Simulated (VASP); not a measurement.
# Ta (I4/mmm) in VASP: further runs

The runs below take Ta through single point, with PBE.

All numbers are computed with VASP 6.6.1; they aren't measurements. Logs are shortened: lines on timing, memory, paths and dates and some standing lists are left out, and cuts for length are marked.

## Step 1: The cell of the first run

The structure is tetragonal, space group I4/mmm (No. 139). Conventional cell: a = 3.082 Å, b = 3.082 Å, c = 4.156 Å, α = 90.00°, β = 90.00°, γ = 90.00°. Ta (site symmetry 4/mmm) has 12 Ta at 3.01 to 3.08 Å within 4.0 Å.

## Step 2: Single point, PBE (volume 19.743 Å^3 an atom, c/a of the conventional cell 1.3484)

INCAR reads:

```
PREC     = Accurate       # precision mode
ENCUT    = 520            # plane-wave cutoff, eV
EDIFF    = 1E-6           # SCF threshold, eV
ISMEAR   = 0              # smearing method
SIGMA    = 0.15           # smearing width, eV
LREAL    = False          # projectors in reciprocal space
LASPH    = True           # aspherical terms in the spheres
NELM     = 60             # most SCF steps
ALGO     = Fast           # electronic algorithm
ISIF     = 2              # what is computed and relaxed
LWAVE    = False          # write WAVECAR
LCHARG   = False          # write CHGCAR
GGA      = PE             # functional
NBANDS   = 12             # bands
```

KPOINTS reads:

```
Automatic mesh
0
Gamma
  20 20 20
```

POSCAR reads:

```
Ta
1.0
   -1.5411496197      1.5411496197      2.0780861472
    1.5411496197     -1.5411496197      2.0780861472
    1.5411496197      1.5411496197     -2.0780861472
Ta
1
Direct
    0.0000000000      0.0000000000      0.0000000000
```

Potentials or basis: VASP PAW PBE potentials, release 64 (Ta_pv).

The run is started by

```sh
cat potpaw_PBE.64/Ta_pv/POTCAR > POTCAR
mpirun -np 1 vasp_std > vasp.out
```

OUTCAR:

```text
PREC = Accurate
   ENCUT = 520
   EDIFF = 1E-6
   ISMEAR = 0
   LREAL = False
   LASPH = True
   NELM = 60
   ISIF = 2
   GGA = PE

 ion  position               nearest neighbor table
   1  0.000  0.000  0.000-

  LATTYP: Found a body centered tetragonal cell.
 ALAT       =     3.0822992394
 C/A-ratio  =     1.3484000000

  Lattice vectors:

 A1 = (  -1.5411496197,   1.5411496197,   2.0780861472)
 A2 = (   1.5411496197,  -1.5411496197,   2.0780861472)
 A3 = (   1.5411496197,   1.5411496197,  -2.0780861472)

Analysis of symmetry for initial positions (statically):
=====================================================================
 Subroutine PRICEL returns:
 Original cell was already a primitive cell.

 Routine SETGRP: Setting up the symmetry group for a
 body centered tetragonal supercell.

 Subroutine GETGRP returns: Found 16 space group operations
 (whereof 16 operations were pure point group operations)
 out of a pool of 16 trial point group operations.

The static configuration has the point symmetry D_4h.

Analysis of symmetry for dynamics (positions and initial velocities):
=====================================================================
 Subroutine PRICEL returns:
 Original cell was already a primitive cell.

 Routine SETGRP: Setting up the symmetry group for a
 body centered tetragonal supercell.

 Subroutine GETGRP returns: Found 16 space group operations
 (whereof 16 operations were pure point group operations)
 out of a pool of 16 trial point group operations.

The dynamic configuration has the point symmetry D_4h.

 Subroutine INISYM returns: Found 16 space group operations
 (whereof 16 operations are pure point group operations),
 and found     1 'primitive' translations

----------------------------------------------------------------------------------------

                                     Primitive cell

  volume of cell :      19.7430

  direct lattice vectors                    reciprocal lattice vectors
    -1.541149620  1.541149620  2.078086147     0.000000000  0.324433133  0.240606002
     1.541149620 -1.541149620  2.078086147     0.324433133  0.000000000  0.240606002
     1.541149620  1.541149620 -2.078086147     0.324433133  0.324433133  0.000000000

  length of vectors
     3.011432605  3.011432605  3.011432605     0.403915964  0.403915964  0.458817737

  position of ions in fractional coordinates (direct lattice)
     0.000000000  0.000000000  0.000000000

  ion indices of the primitive-cell ions
   primitive index   ion index
                 1           1

----------------------------------------------------------------------------------------

 KPOINTS: Automatic mesh

Automatic generation of k-mesh.
 Grid dimensions read from file:
 generate k-points for:   20   20   20

 Generating k-lattice:

  Cartesian coordinates                     Fractional coordinates (reciprocal lattice)
     0.000000000  0.016221657  0.012030300     0.050000000  0.000000000  0.000000000
     0.016221657  0.000000000  0.012030300     0.000000000  0.050000000  0.000000000
     0.016221657  0.016221657  0.000000000     0.000000000  0.000000000  0.050000000

  Length of vectors
     0.020195798  0.020195798  0.022940887

  Shift w.r.t. Gamma in fractional coordinates (k-lattice)
     0.000000000  0.000000000  0.000000000

 Subroutine IBZKPT returns following result:
 ===========================================

 Found    641 irreducible k-points:

 Following reciprocal coordinates:
            Coordinates               Weight
  0.000000  0.000000  0.000000      1.000000
  0.050000  0.000000 -0.000000      8.000000
  0.100000  0.000000 -0.000000      8.000000
  0.150000  0.000000  0.000000      8.000000
  0.200000  0.000000 -0.000000      8.000000
  0.250000  0.000000  0.000000      8.000000
[... 16 lines left out ...]
 -0.400000  0.050000  0.000000     16.000000
 -0.350000  0.050000  0.000000     16.000000
 [... further k-points ...]
   k-points           NKPTS =    641   k-points in BZ     NKDIM =    641   number of bands    NBANDS=     12
   number of dos      NEDOS =    301   number of ions     NIONS =      1
   total plane-waves  NPLWV =  13824
   dimension x,y,z NGX =    24 NGY =   24 NGZ =   24
   dimension x,y,z NGXF=    48 NGYF=   48 NGZF=   48
   ions per type =               1
   NGX,Y,Z   is equivalent  to a cutoff of  13.25, 13.25, 13.25 a.u.
   NGXF,Y,Z  is equivalent  to a cutoff of  26.50, 26.50, 26.50 a.u.
 SYSTEM =  unknown system
   PREC   = accura    normal or accurate (medium, high low for compatibility)
   ISTART =      0    job   : 0-new  1-cont  2-samecut
   ICHARG =      2    charge: 1-file 2-atom 10-const
   ISPIN  =      1    spin polarized calculation?
   LNONCOLLINEAR =      F non collinear calculations
   LSORBIT =      F    spin-orbit coupling
   LASPH  =      T    aspherical Exc in radial PAW
   ENCUT  =  520.0 eV  38.22 Ry    6.18 a.u.   5.60  5.60  5.60*2*pi/ulx,y,z
   NELM   =     60;   NELMIN=  2; NELMDL= -5     # of ELM steps
   EDIFF  = 0.1E-05   stopping-criterion for ELM
   LREAL  =      F    real-space projection
   EDIFFG = 0.1E-04   stopping-criterion for IOM
   NSW    =      0    number of steps for IOM
   IBRION =     -1    ionic relax: 0-MD 1-quasi-New 2-CG
   NFREE  =      0    steps in history (QN), initial steepest desc. (CG)
   ISIF   =      2    stress and relaxation
   ISYM   =      2    0-nonsym 1-usesym 2-fastsym
   POTIM  = 0.5000    time-step for ionic-motion
   TEBEG  =    0.0;   TEEND  =   0.0 temperature during run
   PSTRESS=    0.0 pullay stress
   NELECT =      11.0000    total number of electrons
   NUPDOWN=      -1.0000    fix difference up-down
   EMIN   =  10.00;   EMAX   =-10.00  energy-range for DOS
   EFERMI =   0.00;   METHOD = LEGACY
   ISMEAR =     0;   SIGMA  =   0.15  broadening in eV -4-tet -1-fermi 0-gaus
   EFERMI_NEDOS =   21; number of points for ismear=-14 and -15
   IALGO  =     68    algorithm
   IMIX   =      4    mixing-type and parameters
     AMIX     =   0.40;   BMIX     =  1.00
     AMIX_MAG =   1.60;   BMIX_MAG =  1.00
  volume/ion in A,a.u.               =      19.74       133.23
  Fermi-wavevector in a.u.,A,eV,Ry     =   1.347105  2.545659 24.690370  1.814691
  Thomas-Fermi vector in A             =   2.474882
   LORBIT       =      0    0 simple, 1 ext, 2 COOP (PROOUT), +10 PAW based schemes
   GGA     = PE    functional components
   LHFCALC =     F    Hartree Fock is set to
   AEXX    =    0.0000 exact exchange contribution
   IVDW    =     0    specifies the selected vdW correction
   LEPSILON=     F    determine dielectric tensor
   LRPA    =     F    only Hartree local field effects (RPA)
 non-spin polarized calculation
 RMM-DIIS sequential band-by-band and
 Gauss-broadening in eV      SIGMA  =   0.15
  energy-cutoff  :      520.00
  volume of cell :       19.74
 maximum number of plane-waves:       549
   NGX = 11   NGY = 11   NGZ = 11

 number of electron      10.9999998 magnetization

 Free energy of the ion-electron system (eV)
  ---------------------------------------------------
  ext. energy  EPLUGINS =         0.00000000
  ---------------------------------------------------
  free energy    TOTEN  =       -11.56656643 eV

  energy without entropy =      -11.55101957  energy(sigma->0) =      -11.55879300

 E-fermi :   5.1037     XC(G=0): -12.1588

 val. band max:        5.1035358686   @ k =  -0.2000   0.4500   0.1000
 cond. band min:       5.1096698760   @ k =   0.3000   0.0500   0.0500
 fundamental gap:      0.0061340073
 Fermi energy:         5.1037209570

 k-point     1 :       0.0000    0.0000    0.0000
  band No.  band energies     occupation
      1     -28.6930      2.00000
      2     -28.6871      2.00000
      3     -28.6871      2.00000
      4      -2.7924      2.00000
      5       5.4036      0.00469
      6       5.4036      0.00469
      7       5.9762      0.00000
      8       7.9679      0.00000
      9       8.7355      0.00000
     10      17.4672      0.00000
     11      21.6143      0.00000
     12      21.6146      0.00000

 k-point     2 :       0.0500    0.0000   -0.0000
  band No.  band energies     occupation
      1     -28.7121      2.00000
      2     -28.6925      2.00000
      3     -28.6907      2.00000
      4      -2.6974      2.00000
      5       5.3668      0.01313
      6       5.4481      0.00117
      7       5.9751      0.00000
      8       7.9338      0.00000
      9       8.6831      0.00000
     10      17.6673      0.00000
     11      21.3257      0.00000
     12      21.7913      0.00000

 k-point     3 :       0.1000    0.0000   -0.0000
  band No.  band energies     occupation
      1     -28.7761      2.00000
      2     -28.7011      2.00000
      3     -28.6990      2.00000
      4      -2.4192      2.00000
      5       5.2173      0.28404
      6       5.5640      0.00001
      7       6.0252      0.00000
      8       7.8595      0.00000
      9       8.5508      0.00000
     10      18.2165      0.00000
     11      19.0933      0.00000
     12      20.5037      0.00000
[... 286 lines left out ...]
 k-point    23 :      -0.4000    0.0500    0.0000
  band No.  band energies     occupation
      1     -29.4336      2.00000
      2     -28.8188      2.00000
      3     -28.7780      2.00000
      4       0.5430      2.00000
      5       4.7850      1.99734
      6       5.1951      0.38910
      7       5.9374      0.00000
      8       9.6775      0.00000
      9      10.0440      0.00000
     10      15.5145      0.00000
     11      18.2267      0.00000
     12      19.1012      0.00000

 k-point    24 :      -0.3500    0.0500    0.0000
  band No.  band energies     occupation
      1     -29.3348      2.00000
      2     -28.7999      2.00000
      3     -28.7686      2.00000
      4       0.1944      2.00000
      5       4.4777      2.00000
      6       5.3450      0.02293
      7       6.0781      0.00000
      8       9.0301      0.00000
      9       9.5668      0.00000
     10      16.2794      0.00000
     11      19.0801      0.00000
     12      19.3546      0.00000

 [... further k-points ...]

------------------------ aborting loop because EDIFF is reached ----------------------------------------

  FORCE on cell =-STRESS in cart. coord.  units (eV):
  Direction    XX          YY          ZZ          XY          YZ          ZX
  --------------------------------------------------------------------------------------
  -------------------------------------------------------------------------------------
  Total       -0.8391670     -0.8391670     -1.5141601      0.0000000     -0.0000000      0.0000000
  in kB      -68.0998018    -68.0998018   -122.8766104      0.0000000     -0.0000000      0.0000000
  external PRESSURE =     -86.3587380 kB  Pullay stress =       0.0000000 kB

 VOLUME and BASIS-vectors are now :
 -----------------------------------------------------------------------------
  energy-cutoff  :      520.00
  volume of cell :       19.74
      direct lattice vectors                 reciprocal lattice vectors
    -1.541149620  1.541149620  2.078086147     0.000000000  0.324433133  0.240606002
     1.541149620 -1.541149620  2.078086147     0.324433133  0.000000000  0.240606002
     1.541149620  1.541149620 -2.078086147     0.324433133  0.324433133  0.000000000

 POSITION                                       TOTAL-FORCE (eV/Angst)
 -----------------------------------------------------------------------------------
      0.00000      0.00000      0.00000        -0.000000      0.000000     -0.000000
 -----------------------------------------------------------------------------------
    total drift:                                0.000000      0.000000     -0.000000

  FREE ENERGIE OF THE ION-ELECTRON SYSTEM (eV)
  ---------------------------------------------------
  free  energy   TOTEN  =       -11.5665664301 eV

  energy  without entropy=      -11.5510195654  energy(sigma->0) =      -11.55879300
```

Run time: 48 s. Hardware: 1 thread of Intel Xeon 6975P-C (Granite Rapids), shared host; peak memory 0.26 GiB.

Results:

| Property | Result |
| --- | --- |
| Free energy | -11.5666 eV |
| Pressure | -8.6 GPa |

Caveat: spin-orbit coupling is left out, which moves the levels of the heavy elements.

## Step 3: Single point, PBE (volume 16.818 Å^3 an atom, c/a of the conventional cell 1.2701)

INCAR reads:

```
SYSTEM = Ta
PREC = Accurate
ENCUT = 520
EDIFF = 1E-6
ISMEAR = 0
SIGMA = 0.15
LREAL = .False.
LASPH = .True.
NELM = 60
ALGO = Normal
ISIF = 2
LWAVE = .False.
LCHARG = .True.
GGA = PE
LELF = .True.
LVHAR = .True.
NBANDS = 12
```

KPOINTS reads:

```
regular mesh
0
Gamma
  20 20 20
  0 0 0
```

POSCAR reads:

```
Ta
1.0
   -1.4903632978      1.4903632978      1.8929104245
    1.4903632978     -1.4903632978      1.8929104245
    1.4903632978      1.4903632978     -1.8929104245
Ta
1
Direct
    0.0000000000      0.0000000000      0.0000000000
```

Potentials or basis: VASP PAW PBE potentials, release 64 (Ta_pv).

The run is started by

```sh
cat potpaw_PBE.64/Ta_pv/POTCAR > POTCAR
mpirun -np 1 vasp_std > vasp.out
```

OUTCAR:

```text
SYSTEM = Ta
   PREC = Accurate
   ENCUT = 520
   EDIFF = 1E-6
   ISMEAR = 0
   LREAL = .False.
   LASPH = .True.
   NELM = 60
   ISIF = 2
   GGA = PE

 ion  position               nearest neighbor table
   1  0.000  0.000  0.000-

  LATTYP: Found a body centered tetragonal cell.
 ALAT       =     2.9807265956
 C/A-ratio  =     1.2701000000

  Lattice vectors:

 A1 = (  -1.4903632978,   1.4903632978,   1.8929104245)
 A2 = (   1.4903632978,  -1.4903632978,   1.8929104245)
 A3 = (   1.4903632978,   1.4903632978,  -1.8929104245)

Analysis of symmetry for initial positions (statically):
=====================================================================
 Subroutine PRICEL returns:
 Original cell was already a primitive cell.

 Routine SETGRP: Setting up the symmetry group for a
 body centered tetragonal supercell.

 Subroutine GETGRP returns: Found 16 space group operations
 (whereof 16 operations were pure point group operations)
 out of a pool of 16 trial point group operations.

The static configuration has the point symmetry D_4h.

Analysis of symmetry for dynamics (positions and initial velocities):
=====================================================================
 Subroutine PRICEL returns:
 Original cell was already a primitive cell.

 Routine SETGRP: Setting up the symmetry group for a
 body centered tetragonal supercell.

 Subroutine GETGRP returns: Found 16 space group operations
 (whereof 16 operations were pure point group operations)
 out of a pool of 16 trial point group operations.

The dynamic configuration has the point symmetry D_4h.

 Subroutine INISYM returns: Found 16 space group operations
 (whereof 16 operations are pure point group operations),
 and found     1 'primitive' translations

----------------------------------------------------------------------------------------

                                     Primitive cell

[... 110 lines left out ...]
  Fermi-wavevector in a.u.,A,eV,Ry     =   1.421066  2.685426 27.475997  2.019429
  Thomas-Fermi vector in A             =   2.541915
   LORBIT       =      0    0 simple, 1 ext, 2 COOP (PROOUT), +10 PAW based schemes
   GGA     = PE    functional components
   LHFCALC =     F    Hartree Fock is set to
   AEXX    =    0.0000 exact exchange contribution
   IVDW    =     0    specifies the selected vdW correction
   LEPSILON=     F    determine dielectric tensor
   LRPA    =     F    only Hartree local field effects (RPA)
 non-spin polarized calculation
 Gauss-broadening in eV      SIGMA  =   0.15
  energy-cutoff  :      520.00
  volume of cell :       16.82
 maximum number of plane-waves:       475
 NGX is ok and might be reduce to    24
   NGX = 11   NGY = 11   NGZ = 11

 number of electron      11.0000000 magnetization

 Free energy of the ion-electron system (eV)
  ---------------------------------------------------
  ext. energy  EPLUGINS =         0.00000000
  ---------------------------------------------------
  free energy    TOTEN  =       -11.51432367 eV

  energy without entropy =      -11.50177763  energy(sigma->0) =      -11.50805065

 E-fermi :   6.3654     XC(G=0): -12.9725

 val. band max:        6.3630118364   @ k =  -0.2500   0.2500   0.1000
 cond. band min:       6.3654953665   @ k =  -0.1500   0.3000   0.0500
 fundamental gap:      0.0024835301
 Fermi energy:         6.3654074988

 k-point     1 :       0.0000    0.0000    0.0000
  band No.  band energies     occupation
      1     -26.7421      2.00000
      2     -26.7290      2.00000
      3     -26.7290      2.00000
      4      -2.1169      2.00000
      5       6.4896      0.24165
      6       6.4896      0.24165
      7       7.9234      0.00000
      8       9.2045      0.00000
      9      11.1590      0.00000
     10      19.4409      0.00000
     11      20.9813      0.00000
     12      23.4519      0.00000
[... 331 lines left out ...]
 k-point    24 :      -0.3500    0.0500    0.0000
  band No.  band energies     occupation
      1     -27.8484      2.00000
      2     -26.9561      2.00000
      3     -26.8266      2.00000
      4       1.1182      2.00000
      5       5.8731      2.00000
      6       6.1438      1.96332
      7       7.9496      0.00000
      8      11.1590      0.00000
      9      11.7204      0.00000
     10      18.9448      0.00000
     11      20.9784      0.00000
     12      22.5648      0.00000

 [... further k-points ...]
[... 5 lines left out ...]
  --------------------------------------------------------------------------------------
  -------------------------------------------------------------------------------------
  Total        3.2380381      3.2380381      1.1863532      0.0000000      0.0000000      0.0000000
  in kB      308.4737299    308.4737299    113.0186827      0.0000000      0.0000000      0.0000000
  external PRESSURE =     243.3220475 kB  Pullay stress =       0.0000000 kB

 VOLUME and BASIS-vectors are now :
 -----------------------------------------------------------------------------
  energy-cutoff  :      520.00
  volume of cell :       16.82
      direct lattice vectors                 reciprocal lattice vectors
    -1.490363298  1.490363298  1.892910424     0.000000000  0.335488670  0.264143508
     1.490363298 -1.490363298  1.892910424     0.335488670  0.000000000  0.264143508
     1.490363298  1.490363298 -1.892910424     0.335488670  0.335488670  0.000000000

 POSITION                                       TOTAL-FORCE (eV/Angst)
 -----------------------------------------------------------------------------------
      0.00000      0.00000      0.00000         0.000000     -0.000000      0.000000
 -----------------------------------------------------------------------------------
    total drift:                               -0.000000      0.000000      0.000000

  FREE ENERGIE OF THE ION-ELECTRON SYSTEM (eV)
  ---------------------------------------------------
  free  energy   TOTEN  =       -11.5143236712 eV

  energy  without entropy=      -11.5017776316  energy(sigma->0) =      -11.50805065
```

stdout:

```text
POSCAR found type information on POSCAR Ta
 POSCAR found :  1 types and       1 ions
 scaLAPACK will be used
 LDA part: xc-table for (Slater+PW92), standard interpolation
 POSCAR, INCAR and KPOINTS ok, starting setup
 FFT: planning ... GRIDC
 FFT: planning ... GRID_SOFT
 FFT: planning ... GRID
 WAVECAR not read
 entering main loop
```

Wall time 34 s (1 thread of Intel Xeon 6975P-C (Granite Rapids), shared host); peak memory 0.24 GiB.

What came out:

```
Free energy : -11.5143 eV
Pressure    : 24.3 GPa
```

Caveat: spin-orbit coupling is left out, which moves the levels of the heavy elements.

[end of part 1 of 2]
